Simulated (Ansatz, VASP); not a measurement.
**One calculation of Si4C, two programs**

```
Si C
1.0
    -2.14691    2.14691    4.48604
     2.14691   -2.14691    4.48604
     2.14691    2.14691   -4.48604
Si C
4 1
Direct
  0.75000 0.25000 0.50000
  0.62655 0.62655 0.00000
  0.37345 0.37345 0.00000
  0.25000 0.75000 0.50000
  0.00000 0.00000 0.00000
```

Change from the starting cell: species swapped into the BaIn4 type (I4/mmm, No. 139).

Alike in both runs: functional PBE; k mesh 14 × 14 × 14; occupations gaussian, width 0.1 eV; collinear spin.

Ansatz relaxed the structure, and its values are those at the end. VASP's run is a single point on that final structure, the one shown.

|  | VASP | Ansatz |
| --- | --- | --- |
| version | VASP 6.6.1 | Ansatz 0.2.0 |
| potentials or method | VASP PAW PBE potentials, release 64 (Si, C), cutoff 520 eV | scalar-relativistic, plane waves, PAW |
| valence electrons in the cell | 20 | 20 |

```tsv
	VASP	Ansatz	Ansatz less VASP
gap on the k mesh at the Fermi level (eV)	none	none	-
pressure (GPa)	-0.1	0.0	+0.08
net moment per atom (μB)	0.33	0.33	0.000
size of the moment on the site where the two differ most (μB)	0.74	1.34	+0.600
```

Site moments also hang on the region over which each program counts them. A gap of «none» marks a metal or a gap that the smearing closes.
